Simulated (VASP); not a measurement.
Input of a VASP 6.6.1 run:

INCAR

```
  PREC = Accurate
  ENCUT = 520
  EDIFF = 1E-6
  ISMEAR = 0
  SIGMA = 0.1
  LREAL = False
  LASPH = True
  NELM = 60
  ALGO = Normal
  ISIF = 2
  LWAVE = False
  LCHARG = True
  GGA = PE
  LELF = True
  LVHAR = True
  NBANDS = 14
```

The input KPOINTS:

```
regular mesh
0
Gamma
  14 14 14
```

The input POSCAR:

```
HfB
1.0
    0.0000000000      2.6221006960      2.6221006960
    2.6221006960      0.0000000000      2.6221006960
    2.6221006960      2.6221006960      0.0000000000
Hf B
1 1
Direct
    0.7500000000      0.7500000000      0.7500000000
    0.0000000000      0.0000000000      0.0000000000
```

Potentials or basis: VASP PAW PBE potentials, release 64 (Hf_pv, B).

Launch:

```bash
$ cat potpaw_PBE.64/Hf_pv/POTCAR potpaw_PBE.64/B/POTCAR > POTCAR
$ mpirun -np 1 vasp_std > vasp.out
```

(1) Estimate the pressure.

## Answers

(1) -0.1 GPa.
